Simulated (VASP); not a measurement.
Crystal: Hg.

```
Hg
1.0
    -2.06969    2.06969    1.80226
     2.06969   -2.06969    1.80226
     2.06969    2.06969   -1.80226
Hg
1
Direct
  0.00000 0.00000 0.00000
```

- Program: VASP 6.6.1
- Task: relaxation of cell and atoms
- Functional: PBEsol
- Potentials or basis: VASP PAW PBE potentials, release 64 (Hg)
- Cutoff: 600 eV
- k mesh: 16 × 16 × 16
- Occupations: gaussian, width 0.1 eV
- Spin: no spin polarisation

At the start: pressure -3.1 GPa; volume 30.88 Å³/atom.

Problem. How do energy, volume and symmetry change on relaxing?

Solution. Over 9 steps the energy falls by 96.9 meV/atom and the volume is 24.13 Å³/atom (-21.9 %); space group I4/mmm (No. 139, to 0.1 Å) before and after.

The path:
```csv
step,energy change (eV),largest force (eV/Å),pressure (GPa),volume (Å³)
1,0.0000,0.0000,-3.12,30.88
2,-0.0497,0.0000,-2.86,28.27
3,-0.0460,0.0000,6.73,21.32
4,-0.0889,0.0000,-1.57,25.61
5,-0.0958,0.0000,0.74,23.68
6,-0.0968,0.0000,-0.13,24.25
7,-0.0968,0.0000,0.03,24.13
8,-0.0969,0.0000,0.02,24.13
9,-0.0969,0.0000,0.01,24.13
```

Final structure:
```
CELL_PARAMETERS angstrom
-1.89727 1.89727 1.67597
1.89727 -1.89727 1.67597
1.89727 1.89727 -1.67597
ATOMIC_POSITIONS crystal
Hg 0.00000 0.00000 0.00000
```

Caveat: the volume moved by over 15 % at a fixed basis, so the end points are rough; the PAW data sets were made with another functional, which shifts forces and pressure a little.
